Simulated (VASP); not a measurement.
Set up this calculation in VASP 6.6.1, as the native input.

- Task: single point
- Functional: LDA
- Potentials or basis: VASP PAW LDA potentials, release 64 (Ga_d)
- Cutoff: 520 eV
- k mesh: 10 × 10 × 10
- Occupations: gaussian, width 0.15 eV
- Spin: no spin polarisation
- Dipole correction: no
- Further INCAR settings: ALGO = Fast; EDIFF = 1e-06; NBANDS = 34

The structure of Ga lies in POSCAR:

```
Ga
1.0
    2.2085777266     -3.7454996903     -0.3312866590
    2.2085777266      3.7454996903     -0.3312866590
   -0.6658609293      0.0000000000      4.6055380942
Ga
4
Direct
    0.1560190462      0.8439809538      0.0845038705
    0.6560190462      0.3439809538      0.4154961295
    0.8439809538      0.1560190462      0.9154961295
    0.3439809538      0.6560190462      0.5845038705
```

This cell differs from its parent crystal: engineering shear strain xz -0.3000, normal strain along z +0.0375.

One way to write it, as run:

INCAR

```
PREC     = Accurate       # precision mode
ENCUT    = 520            # plane-wave cutoff, eV
EDIFF    = 1E-6           # SCF threshold, eV
ISMEAR   = 0              # smearing method
SIGMA    = 0.15           # smearing width, eV
LREAL    = F              # projectors in reciprocal space
LASPH    = T              # aspherical terms in the spheres
NELM     = 80             # most SCF steps
ALGO     = Fast           # electronic algorithm
ISIF     = 2              # what is computed and relaxed
LWAVE    = F              # write WAVECAR
LCHARG   = F              # write CHGCAR
NBANDS   = 34             # bands
```

KPOINTS

```
regular mesh
0
Gamma
  10 10 10
```

Potentials or basis: VASP PAW LDA potentials, release 64 (Ga_d).

Launch:

```sh
$ cat potpaw_LDA.64/Ga_d/POTCAR > POTCAR
$ mpirun -np 1 vasp_std > vasp.out
```

It gave:

```
Pressure               : 4.5 GPa
Largest force          : 1.217 eV/Å
Band gap on the k mesh : zero (bands 26 and 27 overlap by 2.13 eV)
```

Caveat: the cell differs from its parent crystal (engineering shear strain xz -0.3000, normal strain along z +0.0375); the stress differs along the axes, from 0 to 9 GPa; forces of over 1 eV/Å act on the atoms, so gaps and moduli don't describe the material at rest.

Run time: 15 min on 1 thread of Oxide Virtual Turin-like Processor (shared host), peak memory 0.51 GiB.
